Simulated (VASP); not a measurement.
A run of VASP 6.6.1 is set up as follows.

POSCAR

```
BN
1.0
    2.5194226731      0.0000000000      0.0000000000
   -1.2597113366      2.1818840378      0.0000000000
    0.0000000000      0.0000000000      4.1697283350
N B
2 2
Direct
    0.3333333333      0.6666666667      0.1252760000
    0.6666666667      0.3333333333      0.6252760000
    0.3333333333      0.6666666667      0.4997240000
    0.6666666667      0.3333333333      0.9997240000
```

The input INCAR.step1:

```
  PREC = Accurate
  ENCUT = 910
  ISMEAR = -1
  SIGMA = 0.05
  LREAL = F
  LASPH = T
  NELM = 120
  NBANDS = 16
  GGA = PE
  ALGO = Normal
  EDIFF = 1E-5
  LWAVE = T
  LCHARG = F
  GGA_COMPAT = F
```

Contents of INCAR.step2:

```
  PREC = Accurate
  ENCUT = 910
  EDIFF = 1E-6
  ISMEAR = -1
  SIGMA = 0.05
  LREAL = F
  LASPH = T
  NELM = 120
  ALGO = Normal
  ISIF = 2
  LWAVE = F
  LCHARG = T
  METAGGA = R2SCAN
  LMIXTAU = T
  LELF = T
  LVHAR = T
  NBANDS = 16
  ISTART = 1
  GGA_COMPAT = F
```

The input KPOINTS:

```
Automatic mesh
0
Gamma
  12 12 6
```

Potentials or basis: VASP PAW PBE potentials, release 64 (N_h, B_h).

The run is started by

```console
$ cat potpaw_PBE.64/N_h/POTCAR potpaw_PBE.64/B_h/POTCAR > POTCAR
$ cp INCAR.step1 INCAR
$ mpirun -np 1 vasp_std > vasp.out
$ cp INCAR.step2 INCAR
$ mpirun -np 1 vasp_std > vasp.out
```

(1) Estimate the band gap on the k mesh.

(2) Estimate the largest force.

(3) Predict the pressure.

## Answers

(1) 5.68 eV (least direct gap 9.15 eV).

(2) 0.005 eV/Å.

(3) 11.1 GPa.

Caveat: the cutoff is under 1.25 times the usual one of these potentials, so pressure, stress and relaxed cells hold a basis-set (Pulay) error; the cell stands under pressure; the PAW data sets were made with another functional, which shifts forces and pressure a little.
